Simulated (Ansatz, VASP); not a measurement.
**Two plane-wave programs on Sn5PbS6**

```
Sn Pb S
1.0
     4.19407    0.00000    0.00000
    -2.09703    3.63217    0.00000
     0.00000    0.00000   20.54665
Sn Pb S
5 1 6
Cartesian
  0.0000 2.4214 17.1222
  2.0970 1.2107 13.6978
  0.0000 2.4214 6.8489
  2.0970 1.2107 3.4244
  0.0000 0.0000 0.0000
  0.0000 0.0000 10.2733
  0.0000 0.0000 15.4100
  0.0000 2.4214 11.9855
  2.0970 1.2107 8.5611
  0.0000 0.0000 5.1367
  0.0000 2.4214 1.7122
  2.0970 1.2107 18.8344
```

Alike in both runs: task single point; functional PBE; k mesh 6 × 6 × 1; occupations gaussian, width 0.1 eV; no spin polarisation.

|  | VASP | Ansatz |
| --- | --- | --- |
| version | VASP 6.6.1 | Ansatz 0.2.0 |
| potentials or method | VASP PAW PBE potentials, release 64 (Sn_d, Pb_d, S), cutoff 520 eV | scalar-relativistic, plane waves, PAW |
| valence electrons in the cell | 120 | 120 |

|  | VASP | Ansatz | Ansatz less VASP |
| --- | --- | --- | --- |
| gap on the k mesh at the Fermi level (eV) | 0.20 | 0.21 | +0.002 |
| least direct gap on the mesh (eV) | 0.20 | 0.21 | +0.002 |
| pressure (GPa) | -1.7 | -1.7 | +0.05 |
| rms of the force components (eV/Å) | 0.080 | 0.080 | +0.0003 |

Atom by atom the forces differ by 0.000 eV/Å (rms over components).

Neither program's run includes spin-orbit coupling.
